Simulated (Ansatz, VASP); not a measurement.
GaN in VASP and in Ansatz

```
Ga N
1.0
     2.91019    0.00000    0.00000
    -1.45510    2.52030    0.00000
     0.00000    0.00000    4.74374
Ga N
2 2
Direct
  0.66667 0.33333 0.03521
  0.33333 0.66667 0.53521
  0.66667 0.33333 0.58979
  0.33333 0.66667 0.08979
```

Alike in both runs: task single point; functional PBE; k mesh 9 × 9 × 6; occupations gaussian, width 0.02 eV; no spin polarisation.

```csv
,VASP,Ansatz
version,VASP 6.6.1,Ansatz 0.2.0
potentials or method,"VASP PAW PBE potentials, release 64 (Ga_d, N), cutoff 520 eV","scalar-relativistic, plane waves, PAW"
valence electrons in the cell,36,36
```

VASP gave:

```
gap on the k mesh at the Fermi level (eV)                     : 4.07
least direct gap on the mesh (eV)                             : 4.07
pressure (GPa)                                                : 113.2
traceless stress, the component that is largest in VASP (GPa) : -65.17
rms of the force components (eV/Å)                            : 1.476
```

Q: Which values does Ansatz return?

A: gap on the k mesh at the Fermi level (eV): 4.04; least direct gap on the mesh (eV): 4.04; pressure (GPa): 114.6; traceless stress, the component that is largest in VASP (GPa): -67.06; rms of the force components (eV/Å): 1.511.

Atom by atom the forces differ by 0.035 eV/Å (rms over components). Both programs put the cell under a high pressure, so it lies far from rest at this level.

Noted on VASP's run: the cell as given lies far from equilibrium.
